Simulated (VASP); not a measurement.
NaCl:

```
Na Cl
1.0
     3.50648    0.00000    0.00000
     0.00000    3.50648    0.00000
     0.00000    0.00000    3.50648
Na Cl
1 1
Direct
  0.00000 0.00000 0.00000
  0.50000 0.50000 0.50000
```

```yaml
Program: VASP 6.6.1
Task: relaxation of cell and atoms
Functional: r2SCAN
Potentials_or_basis: VASP PAW PBE potentials, release 64 (Na_pv, Cl)
Cutoff: 600 eV
k_mesh: 6 × 6 × 6
Occupations: fermi-dirac, width 0.02 eV
Spin: no spin polarisation
```

At the start: pressure -1.3 GPa; volume 21.56 Å³/atom.

**Question.** How do energy, volume and symmetry change on relaxing?

**Answer.** Over 4 steps the energy falls by 4.6 meV/atom and the volume is 20.51 Å³/atom (-4.9 %); space group Pm-3m (No. 221, to 0.1 Å) before and after.

Step by step:
| step | energy change (eV) | largest force (eV/Å) | pressure (GPa) | volume (Å³) |
| --- | --- | --- | --- | --- |
| 1 | 0.0000 | 0.0000 | -1.31 | 43.11 |
| 2 | -0.0070 | 0.0000 | -0.67 | 42.02 |
| 3 | -0.0090 | 0.0000 | -0.22 | 41.35 |
| 4 | -0.0093 | 0.0000 | 0.02 | 41.02 |

Final structure:
```
Na Cl
1.0
     3.44878    0.00000    0.00000
     0.00000    3.44878    0.00000
     0.00000    0.00000    3.44878
Na Cl
1 1
Direct
  0.00000 0.00000 0.00000
  0.50000 0.50000 0.50000
```

Caveat: the PAW data sets were made with another functional, which shifts forces and pressure a little.
